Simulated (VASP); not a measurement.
A run of VASP 6.6.1:

INCAR

```
SYSTEM = Ge
ALGO = Normal
EDIFF = 1E-6
ENCUT = 520
GGA = CA
ISIF = 2
ISMEAR = 0
LASPH = .TRUE.
LCHARG = .FALSE.
LREAL = .FALSE.
LWAVE = .FALSE.
NBANDS = 21
NELM = 80
PREC = Accurate
SIGMA = 0.01
```

KPOINTS

```
k-points
0
G
  10 10 10
  0 0 0
```

The input POSCAR:

```
Ge
1.0
    0.0000000000      2.8108861722      2.8108861722
    2.8108861722      0.0000000000      2.8108861722
    2.8108861722      2.8108861722      0.0000000000
Ge
2
Direct
    0.0000000000      0.0000000000      0.0000000000
    0.2500000000      0.2500000000      0.2500000000
```

Potentials or basis: VASP PAW LDA potentials, release 64 (Ge_d).

Run with:

```bash
$ cat potpaw_LDA.64/Ge_d/POTCAR > POTCAR
$ mpirun -np 1 vasp_std > vasp.out
```

Hardware: 1 thread of Intel Xeon 6975P-C, with other jobs on the host.

How long does it take, and how much memory?

Wall time 64 s on 1 thread of Intel Xeon 6975P-C (shared host), peak memory 0.16 GiB. Counts: scf iterations 11, k points 47.
